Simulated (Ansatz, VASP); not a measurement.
# Si in VASP and in Ansatz

INCAR

```
PREC = Accurate
ENCUT = 500
EDIFF = 1E-6
ISMEAR = 0
SIGMA = 0.15
LREAL = F
LASPH = T
NELM = 120
ALGO = Normal
ISIF = 2
LWAVE = F
LCHARG = F
GGA = CA
NBANDS = 46
GGA_COMPAT = F
```

File KPOINTS:

```
regular mesh
0
Gamma
  7 7 4
```

File POSCAR:

```
Si
1.0
   -3.2836945321      3.2836945321     -3.2836945321
   -3.2836945321     -3.2836945321      3.2836945321
    0.0000000000      9.8510835963      3.2836945321
Si
16
Direct
    0.4971872302      1.2983290768      0.8011418465
    0.2471872302      0.5483290768      0.3011418465
   -0.2244500000      1.4289336931      0.9489000000
    0.5255500000      0.6789336931      0.4489000000
    0.2244290768      0.5710872302      0.8466581535
   -0.0255709233      0.8210872303      0.3466581535
    0.3550336931      0.8494500000      0.6989000000
    0.1050336931      0.0994500000      0.1989000000
    0.5539127698      0.6505709233      0.0966581535
   -0.1960872302      0.4005709232      0.5966581535
   -0.2244500000      1.0199663069      0.9489000000
    0.5255500000      0.2699663069      0.4489000000
    0.8266709233      0.3778127698      0.0511418465
    0.0766709233      1.1278127698      0.5511418465
   -0.0539336931      0.8494500000      0.6989000000
    0.6960663069      0.0994500000      0.1989000000
```

Input for Ansatz:

```yaml
crystal:
  lattice:
    - [-3.2836945321, 3.2836945321, -3.2836945321]
    - [-3.2836945321, -3.2836945321, 3.2836945321]
    - [0.0, 9.8510835963, 3.2836945321]
  atoms:
    - { symbol: Si, position: [0.4971872302, 1.2983290768, 0.8011418465] }
    - { symbol: Si, position: [0.2471872302, 0.5483290768, 0.3011418465] }
    - { symbol: Si, position: [-0.22445, 1.4289336931, 0.9489] }
    - { symbol: Si, position: [0.52555, 0.6789336931, 0.4489] }
    - { symbol: Si, position: [0.2244290768, 0.5710872302, 0.8466581535] }
    - { symbol: Si, position: [-0.0255709233, 0.8210872303, 0.3466581535] }
    - { symbol: Si, position: [0.3550336931, 0.84945, 0.6989] }
    - { symbol: Si, position: [0.1050336931, 0.09945, 0.1989] }
    - { symbol: Si, position: [0.5539127698, 0.6505709233, 0.0966581535] }
    - { symbol: Si, position: [-0.1960872302, 0.4005709232, 0.5966581535] }
    - { symbol: Si, position: [-0.22445, 1.0199663069, 0.9489] }
    - { symbol: Si, position: [0.52555, 0.2699663069, 0.4489] }
    - { symbol: Si, position: [0.8266709233, 0.3778127698, 0.0511418465] }
    - { symbol: Si, position: [0.0766709233, 1.1278127698, 0.5511418465] }
    - { symbol: Si, position: [-0.0539336931, 0.84945, 0.6989] }
    - { symbol: Si, position: [0.6960663069, 0.09945, 0.1989] }
basis:
  ecutwfc: 420
kpoints:
  mp_grid: { grid: [7, 7, 4] }
hamiltonian:
  xc: lda
scf:
  occupations: { method: gaussian, width: 0.15 }
output:
  forces: true
  stress: true
  eigenvalues: true
```

Alike in both runs: task single point; functional LDA; k mesh 7 × 7 × 4; occupations gaussian, width 0.15 eV; no spin polarisation.

|  | VASP | Ansatz |
| --- | --- | --- |
| version | VASP 6.6.1 | Ansatz 0.2.0 |
| potentials or method | VASP PAW LDA potentials, release 64 (Si), cutoff 500 eV | scalar-relativistic, plane waves, PAW |
| valence electrons in the cell | 64 | 64 |

```tsv
	VASP	Ansatz	Ansatz less VASP
gap on the k mesh at the Fermi level (eV)	none	none	-
pressure (GPa)	23.3	22.9	-0.46
traceless stress, the component that is largest in VASP (GPa)	32.49	31.53	-0.963
rms of the force components (eV/Å)	14.791	14.444	-0.3465
```

LDA's correlation is that of Perdew and Zunger in VASP and of Perdew and Wang (1992) in Ansatz. Atom by atom the forces differ by 0.352 eV/Å (rms over components). A gap of «none» marks a metal or a gap that the smearing closes.
